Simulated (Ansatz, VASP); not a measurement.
Ta12F in VASP and in Ansatz

```
CELL_PARAMETERS angstrom
5.63410 0.00000 0.00000
-1.87803 5.31188 0.00000
0.00000 0.00000 21.44442
ATOMIC_POSITIONS crystal
Ta 0.25000 0.25000 0.18653
Ta 0.25000 0.75000 0.18653
Ta 0.75000 0.25000 0.18653
Ta 0.75000 0.75000 0.18653
Ta 0.00000 0.00000 0.29016
Ta 0.00000 0.50000 0.29016
Ta 0.50000 0.00000 0.29016
Ta 0.50000 0.50000 0.29016
Ta 0.25000 0.25000 0.39378
Ta 0.25000 0.75000 0.39378
Ta 0.75000 0.25000 0.39378
Ta 0.75000 0.75000 0.39378
F 0.25000 0.25000 0.49218
```

Alike in both runs: task single point; functional LDA; k mesh 5 × 5 × 1; occupations gaussian, width 0.1 eV; collinear spin.

|  | VASP | Ansatz |
| --- | --- | --- |
| version | VASP 6.6.1 | Ansatz 0.2.0 |
| potentials or method | VASP PAW LDA potentials, release 64 (Ta_pv, F), cutoff 520 eV | scalar-relativistic, plane waves, PAW |
| valence electrons in the cell | 139 | 163 |

|  | VASP | Ansatz | Ansatz less VASP |
| --- | --- | --- | --- |
| gap on the k mesh at the Fermi level (eV) | none | none | - |
| rms of the force components (eV/Å) | 0.774 | 0.790 | +0.0165 |
| net moment per atom (μB) | 0.00 | 0.00 | 0.000 |

Ansatz warns that its potentials were made for another functional, while VASP's fit it. LDA's correlation is that of Perdew and Zunger in VASP and of Perdew and Wang (1992) in Ansatz. Atom by atom the forces differ by 0.027 eV/Å (rms over components). A gap of «none» marks a metal or a gap that the smearing closes. VASP's potentials hold 139 valence electrons a cell and Ansatz's 163, so a difference there can come from the potentials and not from the codes. Ansatz's warnings: seeded moment not kept.

Neither program's run includes spin-orbit coupling.
